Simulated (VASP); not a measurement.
# RbCl in VASP: relaxation of the atoms with PBEsol

Aim: the relaxation of the atoms of RbCl with PBEsol.

Everything below comes from runs of VASP 6.6.1. Logs are shortened: lines on timing, memory, paths and dates and some standing lists are left out, and cuts for length are marked.

### Step 1. The cell of the first run

The cell holds a slab with vacuum, 6 atoms: a = 4.630 Å, b = 4.630 Å, c = 23.548 Å, α = 90.00°, β = 90.00°, γ = 90.00°.

### Step 2. Relaxation of the atoms, PBEsol

Input file INCAR:

```
SYSTEM = RbCl
PREC = Accurate
ENCUT = 450
EDIFF = 1E-7
ISMEAR = 0
SIGMA = 0.05
LREAL = .FALSE.
LASPH = .TRUE.
NELM = 120
ALGO = Normal
ISIF = 2
LWAVE = .FALSE.
LCHARG = .FALSE.
LDIPOL = .TRUE.
IDIPOL = 3
DIPOL = 0.5 0.5 0.500
GGA = PS
IBRION = 2
NSW = 90
EDIFFG = -0.03
GGA_COMPAT = .FALSE.
NELMIN = 4
NELMDL = -8
```

Input file KPOINTS:

```
regular mesh
0
G
  6 6 1
  0 0 0
```

Input file POSCAR:

```
RbCl
1.0
    4.6301352032      0.0000000000      0.0000000000
    0.0000000000      4.6301352032      0.0000000000
    0.0000000000      0.0000000000     23.5480000000
Rb Cl
3 3
Selective dynamics
Direct
    0.5000000000      0.5000000000      0.3609648378  F F F
    0.0000000000      0.0000000000      0.5000000000  T T T
    0.5000000000      0.5000000000      0.6390351622  T T T
    0.0000000000      0.0000000000      0.3609648378  F F F
    0.5000000000      0.5000000000      0.5000000000  T T T
    0.0000000000      0.0000000000      0.6390351622  T T T
```

Potentials or basis: VASP PAW PBE potentials, release 64 (Rb_sv, Cl).

The run is started by

```console
$ cat potpaw_PBE.64/Rb_sv/POTCAR potpaw_PBE.64/Cl/POTCAR > POTCAR
$ mpirun -np 1 vasp_std > vasp.out
```

OUTCAR:

```text
SYSTEM = RbCl
   PREC = Accurate
   ENCUT = 450
   EDIFF = 1E-7
   ISMEAR = 0
   LREAL = .FALSE.
   LASPH = .TRUE.
   NELM = 120
   ISIF = 2
   GGA = PS
   IBRION = 2
   NSW = 90
   EDIFFG = -0.03
   NELMIN = 4
   NELMDL = -8

 ion  position               nearest neighbor table
   1  0.500  0.500  0.361-   5 3.27   4 3.27   4 3.27   4 3.27   4 3.27   2 4.63   2 4.63   2 4.63
                             2 4.63
   2  0.000  0.000  0.500-   4 3.27   6 3.27   5 3.27   5 3.27   5 3.27   5 3.27   3 4.63   3 4.63
                             1 4.63   3 4.63   1 4.63   1 4.63   3 4.63   1 4.63
   3  0.500  0.500  0.639-   5 3.27   6 3.27   6 3.27   6 3.27   6 3.27   2 4.63   2 4.63   2 4.63
                             2 4.63
   4  0.000  0.000  0.361-   2 3.27   1 3.27   1 3.27   1 3.27   1 3.27
   5  0.500  0.500  0.500-   1 3.27   3 3.27   2 3.27   2 3.27   2 3.27   2 3.27
   6  0.000  0.000  0.639-   2 3.27   3 3.27   3 3.27   3 3.27   3 3.27

  LATTYP: Found a simple tetragonal cell.
 ALAT       =     4.6301352032
 C/A-ratio  =     5.0858126095

  Lattice vectors:

 A1 = (   4.6301352032,   0.0000000000,   0.0000000000)
 A2 = (   0.0000000000,   4.6301352032,   0.0000000000)
 A3 = (   0.0000000000,   0.0000000000,  23.5480000000)

Analysis of symmetry for initial positions (statically):
=====================================================================
 Subroutine PRICEL returns:
 Original cell was already a primitive cell.

 Routine SETGRP: Setting up the symmetry group for a
 simple tetragonal supercell.

 Subroutine GETGRP returns: Found 16 space group operations
 (whereof 16 operations were pure point group operations)
 out of a pool of 16 trial point group operations.

The static configuration has the point symmetry D_4h.

Analysis of symmetry for dynamics (positions and initial velocities):
=====================================================================
 Subroutine PRICEL returns:
 Original cell was already a primitive cell.

 Routine SETGRP: Setting up the symmetry group for a
 simple tetragonal supercell.

 Subroutine GETGRP returns: Found 16 space group operations
 (whereof 16 operations were pure point group operations)
 out of a pool of 16 trial point group operations.

The dynamic configuration has the point symmetry D_4h.

Analysis of constrained symmetry for selective dynamics:
=====================================================================
 Subroutine PRICEL returns:
 Original cell was already a primitive cell.

 Routine SETGRP: Setting up the symmetry group for a
 simple tetragonal supercell.

 Subroutine GETGRP returns: Found  8 space group operations
 (whereof  8 operations were pure point group operations)
 out of a pool of 16 trial point group operations.

The constrained configuration has the point symmetry C_4v.

 Subroutine INISYM returns: Found  8 space group operations
 (whereof  8 operations are pure point group operations),
 and found     1 'primitive' translations

----------------------------------------------------------------------------------------

                                     Primitive cell

  volume of cell :     504.8256

  direct lattice vectors                    reciprocal lattice vectors
     4.630135203  0.000000000  0.000000000     0.215976415  0.000000000  0.000000000
     0.000000000  4.630135203  0.000000000     0.000000000  0.215976415  0.000000000
     0.000000000  0.000000000 23.548000000     0.000000000  0.000000000  0.042466452

  length of vectors
     4.630135203  4.630135203 23.548000000     0.215976415  0.215976415  0.042466452

  position of ions in fractional coordinates (direct lattice)
[... 43 lines left out ...]
            Coordinates               Weight
  0.000000  0.000000  0.000000      1.000000
  0.166667  0.000000  0.000000      4.000000
  0.333333  0.000000  0.000000      4.000000
  0.500000  0.000000  0.000000      2.000000
  0.166667  0.166667  0.000000      4.000000
  0.333333  0.166667  0.000000      8.000000
  0.500000  0.166667  0.000000      4.000000
  0.333333  0.333333  0.000000      4.000000
  0.500000  0.333333  0.000000      4.000000
  0.500000  0.500000  0.000000      1.000000
   k-points           NKPTS =     10   k-points in BZ     NKDIM =     10   number of bands    NBANDS=     28
   number of dos      NEDOS =    301   number of ions     NIONS =      6
   total plane-waves  NPLWV = 172032
   dimension x,y,z NGX =    32 NGY =   32 NGZ =  168
   dimension x,y,z NGXF=    64 NGYF=   64 NGZF=  336
   ions per type =               3   3
   NGX,Y,Z   is equivalent  to a cutoff of  11.49, 11.49, 11.86 a.u.
   NGXF,Y,Z  is equivalent  to a cutoff of  22.98, 22.98, 23.72 a.u.
 SYSTEM =  RbCl
   PREC   = accura    normal or accurate (medium, high low for compatibility)
   ISTART =      0    job   : 0-new  1-cont  2-samecut
   ICHARG =      2    charge: 1-file 2-atom 10-const
   ISPIN  =      1    spin polarized calculation?
   LNONCOLLINEAR =      F non collinear calculations
   LSORBIT =      F    spin-orbit coupling
   LASPH  =      T    aspherical Exc in radial PAW
   ENCUT  =  450.0 eV  33.07 Ry    5.75 a.u.   8.01  8.01 40.73*2*pi/ulx,y,z
   NELM   =    120;   NELMIN=  4; NELMDL= -8     # of ELM steps
   EDIFF  = 0.1E-06   stopping-criterion for ELM
   LREAL  =      F    real-space projection
   EDIFFG = -.3E-01   stopping-criterion for IOM
   NSW    =     90    number of steps for IOM
   IBRION =      2    ionic relax: 0-MD 1-quasi-New 2-CG
   NFREE  =      1    steps in history (QN), initial steepest desc. (CG)
   ISIF   =      2    stress and relaxation
   ISYM   =      2    0-nonsym 1-usesym 2-fastsym
   POTIM  = 0.5000    time-step for ionic-motion
   TEBEG  =    0.0;   TEEND  =   0.0 temperature during run
   PSTRESS=    0.0 pullay stress
   NELECT =      48.0000    total number of electrons
   NUPDOWN=      -1.0000    fix difference up-down
   EMIN   =  10.00;   EMAX   =-10.00  energy-range for DOS
   EFERMI =   0.00;   METHOD = LEGACY
   ISMEAR =     0;   SIGMA  =   0.05  broadening in eV -4-tet -1-fermi 0-gaus
   EFERMI_NEDOS =   21; number of points for ismear=-14 and -15
   IALGO  =     38    algorithm
   IMIX   =      4    mixing-type and parameters
     AMIX     =   0.40;   BMIX     =  1.00
     AMIX_MAG =   1.60;   BMIX_MAG =  1.00
  volume/ion in A,a.u.               =      84.14       567.79
  Fermi-wavevector in a.u.,A,eV,Ry     =   0.747208  1.412018  7.596400  0.558320
  Thomas-Fermi vector in A             =   1.843209
   LORBIT       =      0    0 simple, 1 ext, 2 COOP (PROOUT), +10 PAW based schemes
   GGA     = PS    functional components
   LHFCALC =     F    Hartree Fock is set to
   AEXX    =    0.0000 exact exchange contribution
   IVDW    =     0    specifies the selected vdW correction
   LEPSILON=     F    determine dielectric tensor
   LRPA    =     F    only Hartree local field effects (RPA)
 conjugate gradient relaxation of ions
 non-spin polarized calculation
 Gauss-broadening in eV      SIGMA  =   0.05
  energy-cutoff  :      450.00
  volume of cell :      504.83
 maximum number of plane-waves:     11008
   NGX = 17   NGY = 17   NGZ = 81

 dipolmoment           0.000000      0.000000     -0.000000 electrons x Angstroem

--------------------------------------- Ionic step        1  -------------------------------------------

 number of electron      47.9999998 magnetization

 Free energy of the ion-electron system (eV)
  ---------------------------------------------------
  ext. energy  EPLUGINS =         0.00000000
  ---------------------------------------------------
  free energy    TOTEN  =       -20.37336752 eV

  energy without entropy =      -20.37336752  energy(sigma->0) =      -20.37336752

------------------------ aborting loop because EDIFF is reached ----------------------------------------

  FORCE on cell =-STRESS in cart. coord.  units (eV):
  Direction    XX          YY          ZZ          XY          YZ          ZX
  --------------------------------------------------------------------------------------
  -------------------------------------------------------------------------------------
  Total       -0.7937930     -0.7937930     -0.3191975      0.0000000      0.0000000      0.0000000
  in kB       -2.5192801     -2.5192801     -1.0130449      0.0000000      0.0000000      0.0000000
  external PRESSURE =      -2.0172017 kB  Pullay stress =       0.0000000 kB
[... 29 lines left out ...]
 number of electron      47.9999998 magnetization

------------------------ aborting loop because EDIFF is reached ----------------------------------------

 vacuum level on the upper side and lower side of the slab       (xc-potential included)        -0.112        -0.117

  FORCE on cell =-STRESS in cart. coord.  units (eV):
  Direction    XX          YY          ZZ          XY          YZ          ZX
  --------------------------------------------------------------------------------------
  -------------------------------------------------------------------------------------
  Total       -0.7917227     -0.7917227     -0.3149367      0.0000000      0.0000000      0.0000000
  in kB       -2.5127097     -2.5127097     -0.9995222      0.0000000      0.0000000      0.0000000
  external PRESSURE =      -2.0083139 kB  Pullay stress =       0.0000000 kB
[... 27 lines left out ...]
--------------------------------------- Ionic step        3  -------------------------------------------

 number of electron      47.9999998 magnetization

 dipolmoment           0.000000      0.000000      0.004371 electrons x Angstroem

 Free energy of the ion-electron system (eV)
  ---------------------------------------------------
  ext. energy  EPLUGINS =         0.00000000
  ---------------------------------------------------
  free energy    TOTEN  =       -20.37367025 eV

  energy without entropy =      -20.37367025  energy(sigma->0) =      -20.37367025

 E-fermi :  -3.9880     XC(G=0):  -3.5055

 val. band max:       -4.2426836375   @ k =   0.0000   0.0000   0.0000
 cond. band min:       0.5421297971   @ k =   0.0000   0.0000   0.0000
 fundamental gap:      4.7848134347
 Fermi energy:        -3.9880396008

 k-point     1 :       0.0000    0.0000    0.0000
  band No.  band energies     occupation
      1     -28.4437      2.00000
      2     -28.4222      2.00000
      3     -28.1264      2.00000
      4     -16.3480      2.00000
      5     -16.1405      2.00000
      6     -16.1124      2.00000
[... 299 lines left out ...]
     27       3.0352      0.00000
     28       3.0352      0.00000

------------------------ aborting loop because EDIFF is reached ----------------------------------------

 vacuum level on the upper side and lower side of the slab       (xc-potential included)         0.012        -0.025

  FORCE on cell =-STRESS in cart. coord.  units (eV):
  Direction    XX          YY          ZZ          XY          YZ          ZX
  --------------------------------------------------------------------------------------
  -------------------------------------------------------------------------------------
  Total       -0.7895338     -0.7895338     -0.2998406      0.0000000      0.0000000     -0.0000000
  in kB       -2.5057626     -2.5057626     -0.9516114      0.0000000      0.0000000     -0.0000000
  external PRESSURE =      -1.9877122 kB  Pullay stress =       0.0000000 kB
[... 21 lines left out ...]
  FREE ENERGIE OF THE ION-ELECTRON SYSTEM (eV)
  ---------------------------------------------------
  free  energy   TOTEN  =       -20.3736702528 eV

  energy  without entropy=      -20.3736702528  energy(sigma->0) =      -20.37367025

 reached required accuracy - stopping structural energy minimisation

 vacuum level on the upper side and lower side of the slab         1.777         1.740
```

Run time: 11 min. Hardware: 1 thread of Oxide Virtual Turin-like, shared host; peak memory 0.46 GiB.

Results:

| Property | Result |
| --- | --- |
| Free energy | -20.3737 eV |
| Energy gained by relaxing | 0.1 meV/atom |
| Ionic steps | 3 |
| Band gap on the k mesh | 4.78 eV |

Step by step:
| step | energy change (eV) | largest force on free atoms (eV/Å) | pressure (GPa) |
| --- | --- | --- | --- |
| 1 | 0.0000 | 0.0433 | -0.20 |
| 2 | -0.0001 | 0.0403 | -0.20 |
| 3 | -0.0003 | 0.0292 | -0.20 |

Final structure:
```
Rb Cl
1.0
     4.63014    0.00000    0.00000
     0.00000    4.63014    0.00000
     0.00000    0.00000   23.54800
Rb Cl
3 3
Direct
  0.50000 0.50000 0.36096
  0.00000 0.00000 0.50000
  0.50000 0.50000 0.63868
  0.00000 0.00000 0.36096
  0.50000 0.50000 0.50000
  0.00000 0.00000 0.63907
```

Levels at points of the mesh, in eV from the valence-band top:
```csv
k point,band 20,band 21,band 22,band 23,band 24,band 25,band 26,band 27,band 28
"(0.00, 0.00, 0.00)",-0.10,-0.03,-0.03,0.00,0.00,4.78,5.20,5.86,6.15
"(0.50, 0.00, 0.00)",-0.39,-0.32,-0.30,-0.26,-0.13,6.72,6.83,6.99,7.11
"(0.50, 0.50, 0.00)",-0.21,-0.21,-0.15,-0.15,-0.04,6.33,6.33,7.28,7.28
```

Caveat: the PAW data sets were made with another functional, which shifts forces and pressure a little.
